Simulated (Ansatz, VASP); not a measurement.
**One calculation of SrO, two programs**

The input INCAR:

```
SYSTEM = SrO
PREC = Accurate
ENCUT = 520
EDIFF = 1E-6
ISMEAR = 0
SIGMA = 0.05
LREAL = .False.
LASPH = .True.
NELM = 100
ALGO = Normal
ISIF = 2
LWAVE = .False.
LCHARG = .False.
GGA = PE
NBANDS = 15
```

The input KPOINTS:

```
regular mesh
0
Gamma
  8 8 8
  0 0 0
```

File POSCAR:

```
SrO
1.0
    0.0000000000      2.5698000000      2.6982900000
    2.5698000000      0.0000000000      2.6982900000
    2.5698000000      2.5698000000      0.0000000000
Sr O
1 1
Direct
    0.0000000000      0.0000000000      0.0000000000
    0.5000000000      0.5000000000      0.5000000000
```

Input for Ansatz:

```yaml
crystal:
  lattice:
    - [0.0, 2.5698, 2.69829]
    - [2.5698, 0.0, 2.69829]
    - [2.5698, 2.5698, 0.0]
  atoms:
    - { symbol: Sr, position: [0.0, 0.0, 0.0] }
    - { symbol: O, position: [0.5, 0.5, 0.5] }
basis:
  ecutwfc: 420
kpoints:
  mp_grid: { grid: [8, 8, 8] }
hamiltonian:
  xc: pbe
scf:
  occupations: { method: gaussian, width: 0.05 }
output:
  forces: true
  stress: true
  eigenvalues: true
```

Change from the starting cell: strain +0.000 along x and y, +0.050 along z, atoms carried along.

Alike in both runs: task single point; functional PBE; k mesh 8 × 8 × 8; occupations gaussian, width 0.05 eV; no spin polarisation.

|  | VASP | Ansatz |
| --- | --- | --- |
| version | VASP 6.6.1 | Ansatz 0.2.0 |
| potentials or method | VASP PAW PBE potentials, release 64 (Sr_sv, O), cutoff 520 eV | scalar-relativistic, plane waves, PAW |
| valence electrons in the cell | 16 | 16 |

|  | VASP | Ansatz | Ansatz less VASP |
| --- | --- | --- | --- |
| gap on the k mesh at the Fermi level (eV) | 3.20 | 3.24 | +0.046 |
| least direct gap on the mesh (eV) | 3.30 | 3.34 | +0.035 |
| pressure (GPa) | -0.5 | -0.9 | -0.48 |
| traceless stress, the component that is largest in VASP (GPa) | -3.25 | -3.07 | +0.181 |
